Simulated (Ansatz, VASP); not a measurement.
## Two plane-wave programs on BN

INCAR

```
PREC = Accurate
ENCUT = 600
EDIFF = 1E-6
ISMEAR = 1
SIGMA = 0.0011
LREAL = F
LASPH = T
NELM = 120
ALGO = Normal
ISIF = 2
LWAVE = F
LCHARG = F
GGA = PE
NBANDS = 11
GGA_COMPAT = F
```

The input KPOINTS:

```
regular mesh
0
Gamma
  12 12 12
```

The input POSCAR:

```
BN
1.0
    0.0000000000      1.6523295514      1.6523295514
    1.6523295514      0.0000000000      1.6523295514
    1.6523295514      1.6523295514      0.0000000000
B N
1 1
Direct
    0.0000000000      0.0000000000      0.0000000000
    0.7500000000      0.7500000000      0.7500000000
```

Input for Ansatz:

```yaml
crystal:
  lattice:
    - [0.0, 1.6523295514, 1.6523295514]
    - [1.6523295514, 0.0, 1.6523295514]
    - [1.6523295514, 1.6523295514, 0.0]
  atoms:
    - { symbol: B, position: [0.0, 0.0, 0.0] }
    - { symbol: "N", position: [0.75, 0.75, 0.75] }
basis: {}
kpoints:
  mp_grid: { grid: [12, 12, 12] }
hamiltonian:
  xc: pbe
scf:
  occupations: { method: cold, width: 0.0011 }
  mixing: { algorithm: msr1, beta: 0.74, ndim: 12, preconditioner: kerker_dos }
  max_iter: 93
output:
  forces: true
  stress: true
  eigenvalues: true
```

Alike in both runs: task single point; functional PBE; k mesh 12 × 12 × 12; no spin polarisation.

|  | VASP | Ansatz |
| --- | --- | --- |
| version | VASP 6.6.1 | Ansatz 0.2.0 |
| potentials or method | VASP PAW PBE potentials, release 64 (B, N) | scalar-relativistic, plane waves, PAW |
| plane-wave cutoff (eV) | 600 | 420 |
| occupations | methfessel-paxton of order 1, width 0.0011 eV | cold, width 0.0011 eV |
| valence electrons in the cell | 8 | 8 |

|  | VASP | Ansatz | Ansatz less VASP |
| --- | --- | --- | --- |
| gap on the k mesh at the Fermi level (eV) | 4.70 | 4.72 | +0.026 |
| least direct gap on the mesh (eV) | 10.11 | 10.13 | +0.022 |
